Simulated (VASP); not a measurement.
Set up this calculation in VASP 6.6.1, as the native input.

```yaml
Task: electric field gradients
Functional: PBEsol
Potentials_or_basis: VASP PAW PBE potentials, release 64 (In_d, Sb)
Cutoff: 520 eV
k_mesh: 9 × 9 × 9
Occupations: fermi-dirac, width 0.05 eV
Spin: no spin polarisation
Dipole_correction: no
Further_INCAR_settings: ALGO = Normal; EDIFF = 1e-08; NBANDS = 16
```

The structure of InSb lies in POSCAR:

```
InSb
1.0
    0.0000000000      3.2498612086      3.2498612086
    3.2498612086      0.0000000000      3.2498612086
    3.2498612086      3.2498612086      0.0000000000
In Sb
1 1
Direct
    0.0000000000      0.0000000000      0.0000000000
    0.7500000000      0.7500000000      0.7500000000
```

These files were run (other wordings do the same):

INCAR

```
ALGO = Normal
EDIFF = 1E-8
ENCUT = 520
GGA = PS
ISIF = 2
ISMEAR = -1
LASPH = T
LCHARG = F
LEFG = T
LREAL = F
LWAVE = F
NBANDS = 16
NELM = 80
PREC = Accurate
SIGMA = 0.05
```

KPOINTS

```
k-points
0
Gamma
  9 9 9
```

Potentials or basis: VASP PAW PBE potentials, release 64 (In_d, Sb).

Launch:

```console
$ cat potpaw_PBE.64/In_d/POTCAR potpaw_PBE.64/Sb/POTCAR > POTCAR
$ mpirun -np 1 vasp_std > vasp.out
```

It gave:

```
Pressure                                : 0.4 GPa
Band gap on the k mesh                  : zero (filled and empty bands touch)
Largest electric field gradient by atom : zero within the noise of the run
```

Caveat: semilocal functionals underestimate gaps, so a narrow gap can read as zero; the PAW data sets were made with another functional, which shifts forces and pressure a little; spin-orbit coupling is left out, which moves the levels of the heavy elements.

It took 65 s on 1 thread of Intel Xeon 8259CL, on a shared host, peak memory 0.22 GiB.
